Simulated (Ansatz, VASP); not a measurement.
# Two plane-wave programs on TiNb3B

```
Ti Nb B
1.0
     4.39403    0.00000    0.00000
     0.00000    4.39403    0.00000
     0.00000    0.00000    4.39403
Ti Nb B
1 3 1
Direct
  0.00000 0.00000 0.00000
  0.00000 0.50000 0.50000
  0.50000 0.00000 0.50000
  0.50000 0.50000 0.00000
  0.50000 0.50000 0.50000
```

Alike in both runs: task single point; functional PBE; k mesh 4 × 4 × 4; occupations gaussian, width 0.1 eV; collinear spin.

|  | VASP | Ansatz |
| --- | --- | --- |
| version | VASP 6.6.1 | Ansatz 0.2.0 |
| potentials or method | VASP PAW PBE potentials, release 64 (Ti_sv, Nb_sv, B), cutoff 520 eV | scalar-relativistic, plane waves, PAW |
| valence electrons in the cell | 54 | 54 |

|  | VASP | Ansatz | Ansatz less VASP |
| --- | --- | --- | --- |
| gap on the k mesh at the Fermi level (eV) | none | none | - |
| pressure (GPa) | 0.0 | 0.3 | +0.26 |
| net moment per atom (μB) | 0.07 | 0.07 | -0.001 |
| size of the moment on the site where the two differ most (μB) | 0.15 | 0.16 | +0.015 |

Site moments also hang on the region over which each program counts them. A gap of «none» marks a metal or a gap that the smearing closes. Ansatz's warnings: seeded moment not kept.
